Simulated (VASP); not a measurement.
Crystal: Nb.

```
CELL_PARAMETERS angstrom
2.78114 0.00000 0.00000
0.16093 4.66923 0.00000
0.75937 1.89776 9.74095
ATOMIC_POSITIONS crystal
Nb 0.64750 0.21779 0.57125
Nb 0.35250 0.78221 0.42875
Nb 0.93924 0.65044 0.71360
Nb 0.06076 0.34956 0.28640
Nb 0.22321 0.07763 0.85667
Nb 0.77679 0.92237 0.14333
Nb 0.50000 0.50000 0.00000
```

* Program: VASP 6.6.1
* Task: relaxation of cell and atoms
* Functional: PBEsol
* Potentials or basis: VASP PAW PBE potentials, release 64 (Nb_sv)
* Cutoff: 600 eV
* k mesh: 6 × 4 × 2
* Occupations: gaussian, width 0.1 eV
* Spin: no spin polarisation

At the start: pressure -5.7 GPa; volume 18.07 Å³/atom.

Problem. Where does the relaxation end?

Solution. Over 11 steps the energy falls by 25.0 meV/atom and the volume is 17.49 Å³/atom (-3.2 %); space group C2/m (No. 12, to 0.05 Å).

Step by step:
```
step  energy change (eV)  largest force (eV/Å)  pressure (GPa)  volume (Å³)
   1              0.0000                0.0761           -5.68       126.49
   2              0.1260                0.1104           12.80       115.09
   3             -0.1138                0.0936            1.06       121.73
   4             -0.1609                0.0837            0.40       122.17
   5             -0.1665                0.0759            0.11       122.36
   6             -0.1665                0.0754            0.07       122.38
   7             -0.1704                0.0673           -0.10       122.52
   8             -0.1729                0.0572           -0.36       122.72
   9             -0.1729                0.0465            0.88       121.94
  10             -0.1738                0.0530            0.25       122.34
  11             -0.1752                0.0382            0.13       122.45
```

Final structure:
```yaml
crystal:
  lattice:
    - [2.77895, -0.08154, -0.01226]
    - [0.02301, 4.61401, 0.05600]
    - [0.65640, 1.97422, 9.56946]
  atoms:
    - { symbol: Nb, position: [0.64426, 0.21598, 0.57136] }
    - { symbol: Nb, position: [0.35574, 0.78402, 0.42864] }
    - { symbol: Nb, position: [0.93180, 0.64669, 0.71415] }
    - { symbol: Nb, position: [0.06820, 0.35331, 0.28585] }
    - { symbol: Nb, position: [0.21692, 0.07454, 0.85703] }
    - { symbol: Nb, position: [0.78308, 0.92546, 0.14297] }
    - { symbol: Nb, position: [0.50000, 0.50000, 0.00000] }
```

Caveat: the k points lie up to 0.38 Å⁻¹ apart in the final cell; the PAW data sets were made with another functional, which shifts forces and pressure a little.
